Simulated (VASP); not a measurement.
The system is Au.

```
Au
1.0
     2.90000    0.00000    0.00000
    -1.45000    2.51147    0.00000
     0.00000    0.00000    4.88000
Au
2
Direct
  0.33333 0.66667 0.75000
  0.66667 0.33333 0.25000
```

Base run:

| Item | Value |
| --- | --- |
| Program | VASP 6.6.1 |
| Functional | PBEsol |
| Dispersion | D4 |
| Potentials or basis | VASP PAW PBE potentials, release 64 (Au) |
| Cutoff | 500 eV |
| k mesh | 13 × 13 × 7 |
| Occupations | fermi-dirac, width 0.1 eV |
| Spin | non-collinear spin, zero start, spin-orbit coupling |
| Starting moments | [[0.0, 0.0, 0.0], [0.0, 0.0, 0.0]] μB |

Its results: pressure -11.1 GPa.

Q: The run is repeated on the same cell with these changes: spin from non-collinear spin, zero start, spin-orbit coupling to no spin polarisation; further incar settings from ALGO = Normal; EDIFF = 1e-06; NBANDS = 34 to ALGO = Normal; EDIFF = 1e-06; NBANDS = 18. What comes out?

A: Pressure -10.0 GPa.

Caveats: the PAW data sets were made with another functional, which shifts forces and pressure a little; pairwise dispersion overbinds metals, which lowers pressure and volume (some runs).
